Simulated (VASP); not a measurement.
# ScBe2Al2 (I4/mmm) in VASP: single point with PBE

Aim: the single point of ScBe2Al2 with PBE.

Everything below comes from runs of VASP 6.6.1. Logs are shortened: lines on timing, memory, paths and dates and some standing lists are left out, and cuts for length are marked.

## 1. The cell of the first run

It takes space group I4/mmm (No. 139, tetragonal). The conventional cell has a = 3.819 Å, b = 3.819 Å, c = 9.800 Å, α = 90.00°, β = 90.00°, γ = 90.00°. Al (site symmetry -4m2) has 4 Be at 2.28 Å and 4 Al at 2.70 Å and 4 Sc at 3.11 Å within 3.2 Å. Sc (site symmetry 4/mmm) has 10 Be at 2.95 to 3.70 Å and 8 Al at 3.11 Å and 4 Sc at 3.82 Å within 3.9 Å. Within 3.0 Å of Be (site symmetry 4mm) lie 4 Al at 2.28 Å and 1 Be at 2.39 Å and 4 Sc at 2.95 Å.

## 2. Single point, PBE

POSCAR

```
ScBe2Al2
1.0
    0.0000000000      3.8185710000      0.0000000000
    3.8185710000      0.0000000000      0.0000000000
    1.9092850000      1.9092850000     -4.8999950000
Al Sc Be
2 1 2
Direct
    0.7500000000      0.2500000000      0.5000000000
    0.2500000000      0.7500000000      0.5000000000
    0.0000000000      0.0000000000      0.0000000000
    0.3780000000      0.3780000000      0.2440000000
    0.6220000000      0.6220000000      0.7560000000
```

INCAR.step1

```
SYSTEM = ScBe2Al2
PREC = Accurate ; ENCUT = 520
EDIFF = 1E-7 ; ISMEAR = -1
SIGMA = 0.1 ; LREAL = .FALSE.
LASPH = .TRUE. ; NELM = 80
ALGO = Normal ; ISIF = 2
LWAVE = .FALSE. ; LCHARG = .TRUE.
LMAXMIX = 4 ; GGA = PE
NBANDS = 18
```

KPOINTS.step1

```
regular mesh
0
G
  9 9 9
  0 0 0
```

INCAR.step2

```
SYSTEM = ScBe2Al2
PREC = Accurate ; ENCUT = 520
EDIFF = 1E-7 ; ISMEAR = -5
SIGMA = 0.1 ; LREAL = .FALSE.
LASPH = .TRUE. ; NELM = 80
ALGO = Normal ; ISIF = 2
LWAVE = .FALSE. ; LCHARG = .FALSE.
LMAXMIX = 4 ; GGA = PE
LORBIT = 11 ; NEDOS = 1001
ICHARG = 11
```

KPOINTS.step2

```
regular mesh
0
G
  14 14 14
  0 0 0
```

Potentials or basis: VASP PAW PBE potentials, release 64 (Al, Sc_sv, Be).

The run is started by

```sh
$ cat potpaw_PBE.64/Al/POTCAR potpaw_PBE.64/Sc_sv/POTCAR potpaw_PBE.64/Be/POTCAR > POTCAR
$ cp INCAR.step1 INCAR
$ cp KPOINTS.step1 KPOINTS
$ mpirun -np 1 vasp_std > vasp.out
$ cp INCAR.step2 INCAR
$ cp KPOINTS.step2 KPOINTS
$ mpirun -np 1 vasp_std > vasp.out
```

OUTCAR:

```text
SYSTEM = ScBe2Al2
   PREC = Accurate
   ENCUT = 520
   EDIFF = 1E-7
   ISMEAR = -5
   LREAL = .FALSE.
   LASPH = .TRUE.
   NELM = 80
   ISIF = 2
   GGA = PE
   LORBIT = 11
   ICHARG = 11

 ion  position               nearest neighbor table
   1  0.750  0.250  0.500-   4 2.28   5 2.28   4 2.28   5 2.28   2 2.70   2 2.70   2 2.70   2 2.70
                             3 3.11   3 3.11   3 3.11   3 3.11
   2  0.250  0.750  0.500-   4 2.28   5 2.28   4 2.28   5 2.28   1 2.70   1 2.70   1 2.70   1 2.70
                             3 3.11   3 3.11   3 3.11   3 3.11
   3  0.000  0.000  0.000-   1 3.11   2 3.11   1 3.11   2 3.11   1 3.11   2 3.11   1 3.11   2 3.11

   4  0.378  0.378  0.244-   1 2.28   2 2.28   2 2.28   1 2.28
   5  0.622  0.622  0.756-   1 2.28   2 2.28   2 2.28   1 2.28

  LATTYP: Found a body centered tetragonal cell.
 ALAT       =     3.8185710000
 C/A-ratio  =     2.5664024579

  Lattice vectors:

 A1 = (  -1.9092850000,   1.9092860000,   4.8999950000)
 A2 = (   1.9092860000,  -1.9092850000,   4.8999950000)
 A3 = (   1.9092850000,   1.9092850000,  -4.8999950000)

Analysis of symmetry for initial positions (statically):
=====================================================================
 Subroutine PRICEL returns:
 Original cell was already a primitive cell.

 Routine SETGRP: Setting up the symmetry group for a
 body centered tetragonal supercell.

 Subroutine GETGRP returns: Found 16 space group operations
 (whereof 16 operations were pure point group operations)
 out of a pool of 16 trial point group operations.

The static configuration has the point symmetry D_4h.

Analysis of symmetry for dynamics (positions and initial velocities):
=====================================================================
 Subroutine PRICEL returns:
 Original cell was already a primitive cell.

 Routine SETGRP: Setting up the symmetry group for a
 body centered tetragonal supercell.

 Subroutine GETGRP returns: Found 16 space group operations
 (whereof 16 operations were pure point group operations)
 out of a pool of 16 trial point group operations.

The dynamic configuration has the point symmetry D_4h.

 Subroutine INISYM returns: Found 16 space group operations
 (whereof 16 operations are pure point group operations),
 and found     1 'primitive' translations

----------------------------------------------------------------------------------------

                                     Primitive cell

  volume of cell :      71.4492

  direct lattice vectors                    reciprocal lattice vectors
     0.000000000  3.818571000  0.000000000     0.000000000  0.261878069  0.102040894
     3.818571000  0.000000000  0.000000000     0.261878069  0.000000000  0.102040894
[... 123 lines left out ...]
   LRPA    =     F    only Hartree local field effects (RPA)
 non-spin polarized calculation
 Fermi weights with tetrahedron method with Bloechl corrections
  energy-cutoff  :      520.00
  volume of cell :       71.45
 maximum number of plane-waves:      1940

 number of electron      21.0000003 magnetization

 Free energy of the ion-electron system (eV)
  ---------------------------------------------------
  ext. energy  EPLUGINS =         0.00000000
  ---------------------------------------------------
  free energy    TOTEN  =       -21.97382740 eV

  energy without entropy =      -21.97382740  energy(sigma->0) =      -21.97382740

 E-fermi :   6.1113     XC(G=0): -10.2703

 val. band max:        6.1918854481   @ k =  -0.0714  -0.1429   0.3571
 cond. band min:       6.1265030734   @ k =   0.0000   0.0000   0.3571
 fundamental gap:     -0.0653823746
 Fermi energy:         6.1113223536

 k-point     1 :       0.0000    0.0000    0.0000
  band No.  band energies     occupation
      1     -43.3502      2.00000
      2     -22.0693      2.00000
      3     -21.9072      2.00000
      4     -21.9072      2.00000
      5      -3.8559      2.00000
      6       2.6680      2.00000
      7       2.7519      2.00000
      8       4.1741      2.00000
      9       4.1741      2.00000
     10       6.1244      1.98094
     11       6.8271      0.00000
     12       7.5627      0.00000
     13       7.5627      0.00000
     14       7.9891      0.00000
[... 377 lines left out ...]
      1     -43.3482      2.00000
      2     -22.0662      2.00000
      3     -21.9342      2.00000
      4     -21.9131      2.00000
      5      -2.7227      2.00000
      6       1.1173      2.00000
      7       1.9637      2.00000
      8       3.5790      2.00000
      9       4.4830      2.00000
     10       5.3313      2.00037
     11       5.9725      1.55249
     12       7.6376      0.00000
     13       8.1203      0.00000
     14       8.5843      0.00000

 [... further k-points ...]

------------------------ aborting loop because EDIFF is reached ----------------------------------------

  FORCE on cell =-STRESS in cart. coord.  units (eV):
  Direction    XX          YY          ZZ          XY          YZ          ZX
  --------------------------------------------------------------------------------------
  -------------------------------------------------------------------------------------
  Total        2.5356966      2.5356966      0.4570861      0.0000000      0.0000000      0.0000000
  in kB       56.8604768     56.8604768     10.2497015      0.0000000      0.0000010      0.0000010
  external PRESSURE =      41.3235517 kB  Pullay stress =       0.0000000 kB

 VOLUME and BASIS-vectors are now :
 -----------------------------------------------------------------------------
  energy-cutoff  :      520.00
  volume of cell :       71.45
      direct lattice vectors                 reciprocal lattice vectors
     0.000000000  3.818571000  0.000000000     0.000000000  0.261878069  0.102040894
     3.818571000  0.000000000  0.000000000     0.261878069  0.000000000  0.102040894
     1.909285000  1.909285000 -4.899995000     0.000000000  0.000000000 -0.204081841

 POSITION                                       TOTAL-FORCE (eV/Angst)
 -----------------------------------------------------------------------------------
      1.90929      3.81857     -2.45000         0.000000     -0.000000      0.000000
      3.81857      1.90929     -2.45000        -0.000000      0.000000      0.000000
      0.00000      0.00000      0.00000        -0.000000     -0.000000      0.000000
      1.90929      1.90929     -1.19560         0.000000      0.000000      2.245738
      3.81857      3.81857     -3.70440        -0.000000     -0.000000     -2.245738
 -----------------------------------------------------------------------------------
    total drift:                               -0.000000      0.000000      0.000000

  FREE ENERGIE OF THE ION-ELECTRON SYSTEM (eV)
  ---------------------------------------------------
  free  energy   TOTEN  =       -21.9738274033 eV

  energy  without entropy=      -21.9738274033  energy(sigma->0) =      -21.97382740

 total charge

# of ion       s       p       d       tot
------------------------------------------
    1        0.411   0.465   0.000   0.875
    2        0.411   0.465   0.000   0.875
    3        2.155   6.105   1.051   9.312
    4        0.447   0.688   0.000   1.136
    5        0.447   0.688   0.000   1.136
--------------------------------------------------
tot          3.871   8.411   1.051  13.334
```

OUTCAR.step1:

```text
SYSTEM = ScBe2Al2
   PREC = Accurate
   ENCUT = 520
   EDIFF = 1E-7
   ISMEAR = -1
   LREAL = .FALSE.
   LASPH = .TRUE.
[... 739 lines left out ...]
      0.00000      0.00000      0.00000        -0.000000      0.000000      0.000000
      1.90929      1.90929     -1.19560         0.000000      0.000000      2.218842
      3.81857      3.81857     -3.70440        -0.000000     -0.000000     -2.218842
 -----------------------------------------------------------------------------------
    total drift:                               -0.000000      0.000000      0.000000

  FREE ENERGIE OF THE ION-ELECTRON SYSTEM (eV)
  ---------------------------------------------------
  free  energy   TOTEN  =       -22.0030914283 eV

  energy  without entropy=      -21.9557859759  energy(sigma->0) =      -21.97943870
```

It took 2.7 min on 1 thread of AMD EPYC 7R13 (Zen 3), shared host; peak memory 0.36 GiB.

Results:

| Item | Value |
| --- | --- |
| Valence electrons inside the program's atomic spheres | Al 0.88; Sc 9.31; Be 1.14 |

Levels at points of the mesh, in eV from the Fermi level:
```tsv
k point	band 7	band 8	band 9	band 10	band 11	band 12	band 13	band 14
(0.00, 0.00, 0.00)	-3.36	-1.94	-1.94	0.01	0.72	1.45	1.45	1.88
(0.50, 0.00, 0.00)	-3.27	-3.23	-0.70	0.02	0.45	0.61	1.35	2.43
(0.50, 0.50, 0.00)	-5.24	-4.88	-2.34	-2.19	-1.70	1.77	2.39	2.89
(0.00, 0.00, 0.50)	-1.81	-1.81	-0.64	-0.23	0.45	0.87	0.87	2.50
```

Caveat: tetrahedron occupations give inexact forces and stress in metals.
